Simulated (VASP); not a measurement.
H4BrN, 6 atoms in the cell. It takes space group P-43m (No. 215, cubic). Conventional cell: a = 4.000 Å, b = 4.000 Å, c = 4.000 Å, α = 90.00°, β = 90.00°, γ = 90.00°. Within 1.4 Å of H (site symmetry 3m) lie 1 N at 1.03 Å. Br (site symmetry -43m) has 4 H at 2.44 Å within 3.2 Å. Within 1.4 Å of N (site symmetry -43m) lie 4 H at 1.03 Å. 

```yaml
Program: VASP 6.6.1
Task: relaxation of cell and atoms
Functional: LDA
Potentials_or_basis: VASP PAW LDA potentials, release 64 (H, Br, N)
Cutoff: 600 eV
k_mesh: 4 × 4 × 4
Occupations: fermi-dirac, width 0.01 eV
Spin: no spin polarisation
Target_pressure: 40 GPa
Dipole_correction: no
Further_INCAR_settings: ALGO = Normal; EDIFF = 1e-07; IBRION = 2; EDIFFG = -0.02; NSW = 50; ISIF = 3
```

Potentials or basis: VASP PAW LDA potentials, release 64 (H, Br, N).

Launch:

```console
$ cat potpaw_LDA.64/H/POTCAR potpaw_LDA.64/Br/POTCAR potpaw_LDA.64/N/POTCAR > POTCAR
$ mpirun -np 1 vasp_std > vasp.out
```

Hardware: 1 thread of Intel(R) Xeon(R) 6975P-C (Granite Rapids) (shared host).

Task: Estimate the wall time of this run.

Result: It took 26 s on 1 thread of Intel(R) Xeon(R) 6975P-C (Granite Rapids), on a shared host, peak memory 0.17 GiB. Counts: scf iterations 84, k points 10, ion steps 10.
